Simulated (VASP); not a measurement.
Wanted: the native input for a VASP 6.6.1 run.

```
Task                   : single point
Functional             : PBE
Potentials or basis    : VASP PAW PBE potentials, release 64 (Sn_d, O)
Cutoff                 : 520 eV
k mesh                 : 4 × 4 × 6
Occupations            : fermi-dirac, width 0.03 eV
Spin                   : no spin polarisation
Dipole correction      : no
Further INCAR settings : ALGO = Normal; EDIFF = 1e-06; NBANDS = 35
```

The structure of SnO2 lies in POSCAR:

```
SnO2
1.0
    4.7373500000      0.0000000000      0.0000000000
    0.0000000000      4.7373500000      0.0000000000
    0.0000000000      0.0000000000      3.2501280000
Sn O
2 4
Direct
    0.0000000000      0.0000000000      0.0000000000
    0.5000000000      0.5000000000      0.5000000000
    0.3056200000      0.3056200000      0.0000000000
    0.1943800000      0.8056200000      0.5000000000
    0.6943800000      0.6943800000      0.0000000000
    0.8056200000      0.1943800000      0.5000000000
```

This cell differs from its parent crystal: zz strain of +2 %.

One way to write it, as run:

INCAR

```
SYSTEM = SnO2
PREC = Accurate
ENCUT = 520
EDIFF = 1E-6
ISMEAR = -1
SIGMA = 0.03
LREAL = .False.
LASPH = .True.
NELM = 100
ALGO = Normal
ISIF = 2
LWAVE = .False.
LCHARG = .False.
GGA = PE
NBANDS = 35
```

KPOINTS

```
Automatic mesh
0
Gamma
  4 4 6
  0 0 0
```

Potentials or basis: VASP PAW PBE potentials, release 64 (Sn_d, O).

Command:

```bash
$ cat potpaw_PBE.64/Sn_d/POTCAR potpaw_PBE.64/O/POTCAR > POTCAR
$ mpirun -np 1 vasp_std > vasp.out
```

It gave:

```yaml
Pressure: 6.4 GPa
Largest_force: 0.094 eV/Å
Band_gap_on_the_k_mesh: 0.95 eV
```

Caveat: the cell differs from its parent crystal (zz strain of +2 %); the cell stands under pressure; spin-orbit coupling is left out, which moves the levels of the heavy elements.

It used 42 s of CPU time on 1 thread of Intel(R) Xeon(R) Platinum 8488C (Sapphire Rapids) (shared host).
